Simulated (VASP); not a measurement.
S, 2 atoms in the cell. Symmetry: P6_3/mmc, No. 194, hexagonal system. Conventional cell: a = 2.804 Å, b = 2.804 Å, c = 4.542 Å, α = 90.00°, β = 90.00°, γ = 120.00°. S (site symmetry -6m2) has 12 S at 2.79 to 2.80 Å within 3.7 Å. This isn't the form of S at room conditions, which is orthorhombic, of S8 rings.

| Item | Value |
| --- | --- |
| Program | VASP 6.6.1 |
| Task | relaxation of cell and atoms |
| Functional | PBE |
| Potentials or basis | VASP PAW PBE potentials, release 64 (S) |
| Cutoff | 600 eV |
| k mesh | 15 × 15 × 8 |
| Occupations | fermi-dirac, width 0.08 eV |
| Spin | no spin polarisation |
| Target pressure | 2.3 GPa |
| Dipole correction | no |
| Further INCAR settings | ALGO = Normal; EDIFF = 1e-06; IBRION = 2; EDIFFG = -0.005; NSW = 60; ISIF = 3 |

Potentials or basis: VASP PAW PBE potentials, release 64 (S).

Launch:

```console
$ cat potpaw_PBE.64/S/POTCAR > POTCAR
$ mpirun -np 1 vasp_std > vasp.out
```

Hardware: 1 thread of Intel(R) Xeon(R) Platinum 8259CL CPU @ 2.50GHz (Skylake/Cascade Lake) (shared host).

Q: Estimate the wall time of this run.

A: Wall time 5.2 min on 1 thread of Intel(R) Xeon(R) Platinum 8259CL CPU @ 2.50GHz (Skylake/Cascade Lake) (shared host), peak memory 0.18 GiB. Counts: scf iterations 107, k points 135, ion steps 16.
